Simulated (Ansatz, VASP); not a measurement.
# Two plane-wave programs on HfO2

```
Hf O
1.0
     3.57682    0.00000    0.00000
     0.00000    3.57682    0.00000
     0.00000    0.00000    5.39777
Hf O
2 4
Direct
  0.50000 0.50000 0.50000
  0.00000 0.00000 0.00000
  0.00000 0.50000 0.69616
  0.50000 0.00000 0.80384
  0.50000 0.00000 0.30384
  0.00000 0.50000 0.19616
```

Change from the starting cell: strain +0.0375 x Voigt [0, 0, 1, 0, 0, 0], atoms carried along.

Alike in both runs: task single point; functional r2SCAN; k mesh 6 × 6 × 6; occupations gaussian, width 0.05 eV; no spin polarisation.

```csv
,VASP,Ansatz
version,VASP 6.6.1,Ansatz 0.2.0
potentials or method,"VASP PAW PBE potentials, release 64 (Hf_pv, O), cutoff 520 eV","scalar-relativistic, plane waves, PAW"
valence electrons in the cell,44,76
```

Ansatz gave:

| Quantity | Value |
| --- | --- |
| gap on the k mesh at the Fermi level (eV) | 5.04 |
| least direct gap on the mesh (eV) | 5.09 |
| pressure (GPa) | -8.1 |
| traceless stress, the component that is largest in VASP (GPa) | -7.57 |
| rms of the force components (eV/Å) | 0.174 |

**Question.** Which values does VASP return?

**Answer.** gap on the k mesh at the Fermi level (eV): 5.01; least direct gap on the mesh (eV): 5.06; pressure (GPa): -11.4; traceless stress, the component that is largest in VASP (GPa): -7.54; rms of the force components (eV/Å): 0.209.

VASP's potentials were made for PBE, not for r2SCAN. Atom by atom the forces differ by 0.035 eV/Å (rms over components). VASP's potentials hold 44 valence electrons a cell and Ansatz's 76, so a difference there can come from the potentials and not from the codes.

Spin-orbit coupling is off throughout.
